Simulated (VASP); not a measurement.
The system is HfO2.

```
Hf O
1.0
     5.28815    0.00000    0.00000
     0.00000    5.07062    0.00000
     0.00000    0.00000    5.09891
Hf O
4 8
Direct
  0.96699 0.73252 0.74144
  0.53301 0.73252 0.24144
  0.46699 0.26748 0.74144
  0.03301 0.26748 0.24144
  0.63213 0.92865 0.87927
  0.86787 0.92865 0.37927
  0.23395 0.53988 0.49229
  0.26605 0.53988 0.99229
  0.76605 0.46012 0.99229
  0.73395 0.46012 0.49229
  0.13213 0.07135 0.87927
  0.36787 0.07135 0.37927
```

Program: VASP 6.6.1. Alike in all runs: task single point; potentials or basis VASP PAW PBE potentials, release 64 (Hf_pv, O); no spin polarisation; cell as given; k mesh 5 × 6 × 5; cutoff (eV) 520; smearing fermi-dirac 0.05 eV.

Q: Order these runs on this cell by their band gap on the k mesh, lowest first.
A. level r2SCAN+D4
B. level BLYP+D3(BJ)
C. level SVWN5

A: C (4.12 eV), B (4.33 eV), A (4.81 eV).

Caveats: spin-orbit coupling is left out, which moves the levels of the heavy elements.

A k mesh can miss the band edges.
